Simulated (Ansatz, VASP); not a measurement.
One calculation of NaC8, two programs

```xyz
9
Lattice="4.9120 0.0000 0.0000 -2.4560 4.2539 0.0000 0.0000 0.0000 3.3327" Properties=species:S:1:pos:R:3 pbc="T T T"
Na    0.0000    0.0000    1.6663
C     1.2280    0.7090    0.0000
C     0.0000    2.8360    0.0000
C     3.6840    0.7090    0.0000
C     2.4560    2.8360    0.0000
C     0.0000    1.4180    0.0000
C    -1.2280    3.5450    0.0000
C     2.4560    1.4180    0.0000
C     1.2280    3.5450    0.0000
```

Alike in both runs: task relaxation of cell and atoms; functional PBE; dispersion D3(BJ); k mesh 6 × 6 × 6; occupations gaussian, width 0.1 eV; no spin polarisation.

|  | VASP | Ansatz |
| --- | --- | --- |
| version | VASP 6.6.1 | Ansatz 0.2.0 |
| potentials or method | VASP PAW PBE potentials, release 64 (Na_sv, C), cutoff 970 eV | scalar-relativistic, plane waves, PAW |
| valence electrons in the cell | 41 | 41 |

VASP gave:

* gap on the k mesh at the Fermi level, each at its own relaxed structure (eV): none
* relaxed volume (Å³/atom): 10.36
* relaxed length of the cell vector where the two differ most in proportion (Å): 4.353

Problem. What did Ansatz give for the same quantities?

Solution. gap on the k mesh at the Fermi level, each at its own relaxed structure (eV): none; relaxed volume (Å³/atom): 10.66; relaxed length of the cell vector where the two differ most in proportion (Å): 4.473.

A gap of «none» marks a metal or a gap that the smearing closes.

Noted on VASP's run: the volume moved by over 15 % at a fixed basis, so the end points are rough.
